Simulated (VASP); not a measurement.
# Ti (P6_3/mmc) in VASP: a series of runs, part 2 of 2

VASP 6.6.1.

## (3) Single point, PBE

INCAR

```
  PREC = Accurate
  ENCUT = 520
  EDIFF = 1E-6
  ISMEAR = 0
  SIGMA = 0.3
  LREAL = F
  LASPH = T
  NELM = 60
  ALGO = Normal
  ISIF = 2
  LWAVE = F
  LCHARG = T
  GGA = PE
  LELF = T
  LVHAR = T
  NBANDS = 19
```

KPOINTS

```
Automatic mesh
0
Gamma
  12 12 7
```

POSCAR

```
Ti
1.0
    2.9390756844      0.0000000000      0.0000000000
   -1.4695378422      2.5453142064      0.0000000000
    0.0000000000      0.0000000000      4.6559893251
Ti
2
Direct
    0.3333333333      0.6666666667      0.2500000000
    0.6666666667      0.3333333333      0.7500000000
```

Potentials or basis: VASP PAW PBE potentials, release 64 (Ti_sv).

Started as:

```bash
$ cat potpaw_PBE.64/Ti_sv/POTCAR > POTCAR
$ mpirun -np 1 vasp_std > vasp.out
```

OUTCAR:

```text
PREC = Accurate
   ENCUT = 520
   EDIFF = 1E-6
   ISMEAR = 0
   LREAL = F
   LASPH = T
   NELM = 60
   ISIF = 2
   GGA = PE

 ion  position               nearest neighbor table
   1  0.333  0.667  0.250-   2 2.88   2 2.88   2 2.88   2 2.88   2 2.88   2 2.88
   2  0.667  0.333  0.750-   1 2.88   1 2.88   1 2.88   1 2.88   1 2.88   1 2.88

  LATTYP: Found a hexagonal cell.
 ALAT       =     2.9390756844
 C/A-ratio  =     1.5841678899

  Lattice vectors:

 A1 = (   2.9390756844,   0.0000000000,   0.0000000000)
 A2 = (  -1.4695378422,   2.5453142064,   0.0000000000)
 A3 = (   0.0000000000,   0.0000000000,   4.6559893251)

Analysis of symmetry for initial positions (statically):
=====================================================================
 Subroutine PRICEL returns:
 Original cell was already a primitive cell.

 Routine SETGRP: Setting up the symmetry group for a
 hexagonal supercell.

 Subroutine GETGRP returns: Found 24 space group operations
 (whereof 12 operations were pure point group operations)
 out of a pool of 24 trial point group operations.

The static configuration has the point symmetry D_3d.
 The point group associated with its full space group is D_6h.

Analysis of symmetry for dynamics (positions and initial velocities):
=====================================================================
 Subroutine PRICEL returns:
 Original cell was already a primitive cell.

 Routine SETGRP: Setting up the symmetry group for a
 hexagonal supercell.

 Subroutine GETGRP returns: Found 24 space group operations
 (whereof 12 operations were pure point group operations)
 out of a pool of 24 trial point group operations.

The dynamic configuration has the point symmetry D_3d.
 The point group associated with its full space group is D_6h.

 Subroutine INISYM returns: Found 24 space group operations
 (whereof 12 operations are pure point group operations),
 and found     1 'primitive' translations

----------------------------------------------------------------------------------------

                                     Primitive cell

  volume of cell :      34.8309

  direct lattice vectors                    reciprocal lattice vectors
     2.939075684  0.000000000  0.000000000     0.340243024  0.196439402  0.000000000
    -1.469537842  2.545314206  0.000000000     0.000000000  0.392878804  0.000000000
     0.000000000  0.000000000  4.655989325     0.000000000  0.000000000  0.214777125

  length of vectors
     2.939075684  2.939075684  4.655989325     0.392878804  0.392878804  0.214777125

  position of ions in fractional coordinates (direct lattice)
     0.333333333  0.666666667  0.250000000
     0.666666667  0.333333333  0.750000000

  ion indices of the primitive-cell ions
   primitive index   ion index
                 1           1
                 2           2

----------------------------------------------------------------------------------------

 KPOINTS: Automatic mesh

Automatic generation of k-mesh.
 Grid dimensions read from file:
 generate k-points for:   12   12    7

 Generating k-lattice:

  Cartesian coordinates                     Fractional coordinates (reciprocal lattice)
     0.028353585  0.016369950  0.000000000     0.083333333  0.000000000  0.000000000
     0.000000000  0.032739900  0.000000000     0.000000000  0.083333333  0.000000000
     0.000000000  0.000000000  0.030682446     0.000000000  0.000000000  0.142857143

  Length of vectors
     0.032739900  0.032739900  0.030682446

  Shift w.r.t. Gamma in fractional coordinates (k-lattice)
     0.000000000  0.000000000  0.000000000

 Subroutine IBZKPT returns following result:
 ===========================================

 Found     76 irreducible k-points:

 Following reciprocal coordinates:
            Coordinates               Weight
  0.000000  0.000000  0.000000      1.000000
  0.083333  0.000000  0.000000      6.000000
  0.166667  0.000000  0.000000      6.000000
  0.250000  0.000000  0.000000      6.000000
  0.333333  0.000000  0.000000      6.000000
  0.416667  0.000000  0.000000      6.000000
[... 16 lines left out ...]
  0.250000  0.000000  0.142857     12.000000
  0.333333  0.000000  0.142857     12.000000
 [... further k-points ...]
   k-points           NKPTS =     76   k-points in BZ     NKDIM =     76   number of bands    NBANDS=     19
   number of dos      NEDOS =    301   number of ions     NIONS =      2
   total plane-waves  NPLWV =  20736
   dimension x,y,z NGX =    24 NGY =   24 NGZ =   36
   dimension x,y,z NGXF=    48 NGYF=   48 NGZF=   72
   ions per type =               2
   NGX,Y,Z   is equivalent  to a cutoff of  13.58, 13.58, 12.85 a.u.
   NGXF,Y,Z  is equivalent  to a cutoff of  27.15, 27.15, 25.71 a.u.
 SYSTEM =  unknown system
   PREC   = accura    normal or accurate (medium, high low for compatibility)
   ISTART =      0    job   : 0-new  1-cont  2-samecut
   ICHARG =      2    charge: 1-file 2-atom 10-const
   ISPIN  =      1    spin polarized calculation?
   LNONCOLLINEAR =      F non collinear calculations
   LSORBIT =      F    spin-orbit coupling
   LASPH  =      T    aspherical Exc in radial PAW
   ENCUT  =  520.0 eV  38.22 Ry    6.18 a.u.   5.46  5.46  8.66*2*pi/ulx,y,z
   NELM   =     60;   NELMIN=  2; NELMDL= -5     # of ELM steps
   EDIFF  = 0.1E-05   stopping-criterion for ELM
   LREAL  =      F    real-space projection
   EDIFFG = 0.1E-04   stopping-criterion for IOM
   NSW    =      0    number of steps for IOM
   IBRION =     -1    ionic relax: 0-MD 1-quasi-New 2-CG
   NFREE  =      0    steps in history (QN), initial steepest desc. (CG)
   ISIF   =      2    stress and relaxation
   ISYM   =      2    0-nonsym 1-usesym 2-fastsym
   POTIM  = 0.5000    time-step for ionic-motion
   TEBEG  =    0.0;   TEEND  =   0.0 temperature during run
   PSTRESS=    0.0 pullay stress
   NELECT =      24.0000    total number of electrons
   NUPDOWN=      -1.0000    fix difference up-down
   EMIN   =  10.00;   EMAX   =-10.00  energy-range for DOS
   EFERMI =   0.00;   METHOD = LEGACY
   ISMEAR =     0;   SIGMA  =   0.30  broadening in eV -4-tet -1-fermi 0-gaus
   EFERMI_NEDOS =   21; number of points for ismear=-14 and -15
   IALGO  =     38    algorithm
   IMIX   =      4    mixing-type and parameters
     AMIX     =   0.40;   BMIX     =  1.00
     AMIX_MAG =   1.60;   BMIX_MAG =  1.00
  volume/ion in A,a.u.               =      17.42       117.53
  Fermi-wavevector in a.u.,A,eV,Ry     =   1.445963  2.732474 28.447185  2.090809
  Thomas-Fermi vector in A             =   2.564085
   LORBIT       =      0    0 simple, 1 ext, 2 COOP (PROOUT), +10 PAW based schemes
   GGA     = PE    functional components
   LHFCALC =     F    Hartree Fock is set to
   AEXX    =    0.0000 exact exchange contribution
   IVDW    =     0    specifies the selected vdW correction
   LEPSILON=     F    determine dielectric tensor
   LRPA    =     F    only Hartree local field effects (RPA)
 non-spin polarized calculation
 Gauss-broadening in eV      SIGMA  =   0.30
  energy-cutoff  :      520.00
  volume of cell :       34.83
 maximum number of plane-waves:       965
 NGX is ok and might be reduce to    24
   NGX = 11   NGY = 11   NGZ = 17

 number of electron      24.0000001 magnetization

 Free energy of the ion-electron system (eV)
  ---------------------------------------------------
  ext. energy  EPLUGINS =         0.00000000
  ---------------------------------------------------
  free energy    TOTEN  =       -15.72096028 eV

  energy without entropy =      -15.61574864  energy(sigma->0) =      -15.66835446

 E-fermi :   8.2762     XC(G=0): -11.4839

 val. band max:        8.2503596078   @ k =   0.4167   0.1667   0.4286
 cond. band min:       8.2820537407   @ k =   0.3333   0.3333   0.2857
 fundamental gap:      0.0316941329
 Fermi energy:         8.2762467205

 k-point     1 :       0.0000    0.0000    0.0000
  band No.  band energies     occupation
      1     -48.5469      2.00000
      2     -48.4118      2.00000
      3     -25.1241      2.00000
      4     -24.4988      2.00000
      5     -24.4988      2.00000
      6     -24.4219      2.00000
[... 11 lines left out ...]
     18       9.9367      0.00000
     19      11.4590      0.00000
[... 485 lines left out ...]
 k-point    24 :       0.3333    0.0000    0.1429
  band No.  band energies     occupation
      1     -48.4616      2.00000
      2     -48.3916      2.00000
      3     -24.9537      2.00000
      4     -24.8086      2.00000
      5     -24.7563      2.00000
      6     -24.5989      2.00000
[... 11 lines left out ...]
     18      11.0305      0.00000
     19      11.7600      0.00000

 [... further k-points ...]

------------------------ aborting loop because EDIFF is reached ----------------------------------------

  FORCE on cell =-STRESS in cart. coord.  units (eV):
  Direction    XX          YY          ZZ          XY          YZ          ZX
  --------------------------------------------------------------------------------------
  -------------------------------------------------------------------------------------
  Total       -0.0352305     -0.0352305     -0.0350933      0.0000000      0.0000000      0.0000000
  in kB       -1.6205589     -1.6205589     -1.6142500      0.0000000      0.0000000      0.0000000
  external PRESSURE =      -1.6184560 kB  Pullay stress =       0.0000000 kB

 VOLUME and BASIS-vectors are now :
 -----------------------------------------------------------------------------
  energy-cutoff  :      520.00
  volume of cell :       34.83
      direct lattice vectors                 reciprocal lattice vectors
     2.939075684  0.000000000  0.000000000     0.340243024  0.196439402  0.000000000
    -1.469537842  2.545314206  0.000000000     0.000000000  0.392878804  0.000000000
     0.000000000  0.000000000  4.655989325     0.000000000  0.000000000  0.214777125

 POSITION                                       TOTAL-FORCE (eV/Angst)
 -----------------------------------------------------------------------------------
     -0.00000      1.69688      1.16400         0.000000      0.000000      0.000000
      1.46954      0.84844      3.49199        -0.000000      0.000000      0.000000
 -----------------------------------------------------------------------------------
    total drift:                               -0.000000      0.000000     -0.000000

  FREE ENERGIE OF THE ION-ELECTRON SYSTEM (eV)
  ---------------------------------------------------
  free  energy   TOTEN  =       -15.7209602795 eV

  energy  without entropy=      -15.6157486383  energy(sigma->0) =      -15.66835446
```

OSZICAR:

```text
N       E                     dE             d eps       ncg     rms          rms(c)
DAV:   1     0.261457856161E+03    0.26146E+03   -0.13046E+04  2896   0.158E+03
DAV:   2     0.125684056628E+02   -0.24889E+03   -0.24496E+03  2987   0.438E+02
DAV:   3    -0.164942255760E+02   -0.29063E+02   -0.28714E+02  5406   0.123E+02
DAV:   4    -0.177321969131E+02   -0.12380E+01   -0.12364E+01  3340   0.263E+01
DAV:   5    -0.177974339670E+02   -0.65237E-01   -0.65223E-01  4289   0.423E+00    0.118E+01
DAV:   6    -0.157160109966E+02    0.20814E+01   -0.76205E+00  3374   0.276E+01    0.294E+00
DAV:   7    -0.157020955448E+02    0.13915E-01   -0.67757E-01  4329   0.600E+00    0.205E+00
DAV:   8    -0.157284311714E+02   -0.26336E-01   -0.19892E-01  3137   0.511E+00    0.708E-01
DAV:   9    -0.157205311791E+02    0.79000E-02   -0.43757E-02  3285   0.214E+00    0.687E-02
DAV:  10    -0.157209417877E+02   -0.41061E-03   -0.32560E-03  4138   0.335E-01    0.765E-02
DAV:  11    -0.157209726561E+02   -0.30868E-04   -0.11365E-04  3725   0.713E-02    0.390E-02
DAV:  12    -0.157209600235E+02    0.12633E-04   -0.37788E-05  3249   0.549E-02    0.302E-03
DAV:  13    -0.157209602795E+02   -0.25598E-06   -0.11591E-06  2176   0.935E-03
   1 F= -.15720960E+02 E0= -.15668354E+02  d E =-.105212E+00
```

It took 67 s on 1 thread of Intel Xeon Platinum 8175M at 2.50GHz (Skylake/Cascade Lake), shared host; peak memory 0.17 GiB.

What came out:

```yaml
Free_energy: -15.7210 eV
Pressure: -0.2 GPa
Band_gap_on_the_k_mesh: zero (band 12 reaches 9.08 eV, above the bottom of band 13 at 8.01 eV)
```
